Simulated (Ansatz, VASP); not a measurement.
CdS5: VASP beside Ansatz

```
Cd S
1.0
     8.00947    0.00000    0.00000
    -4.00473    6.93640    0.00000
     0.00000    0.00000    2.67719
Cd S
1 5
Direct
  0.00000 0.00000 0.00000
  0.50000 0.00000 0.50000
  0.00000 0.50000 0.50000
  0.50000 0.50000 0.50000
  0.33333 0.66667 0.50000
  0.66667 0.33333 0.50000
```

Alike in both runs: functional PBE; k mesh 3 × 3 × 6; occupations gaussian, width 0.1 eV; no spin polarisation.

Ansatz relaxed the structure, and its values are those at the end. VASP's run is a single point on that final structure, the one shown.

|  | VASP | Ansatz |
| --- | --- | --- |
| version | VASP 6.6.1 | Ansatz 0.2.0 |
| potentials or method | VASP PAW PBE potentials, release 64 (Cd, S), cutoff 520 eV | scalar-relativistic, plane waves, PAW |
| valence electrons in the cell | 42 | 50 |

VASP gave:

```
gap on the k mesh at the Fermi level (eV) : none
pressure (GPa)                            : -0.1
```

Problem. Which values does Ansatz return?

Solution. gap on the k mesh at the Fermi level (eV): none; pressure (GPa): 0.0.

A gap of «none» marks a metal or a gap that the smearing closes. With one functional, cell and mesh, what is left measures potentials, basis and numerics. VASP's potentials hold 42 valence electrons a cell and Ansatz's 50, so a difference there can come from the potentials and not from the codes.

The k mesh is coarse, so the values compare programs but aren't converged.
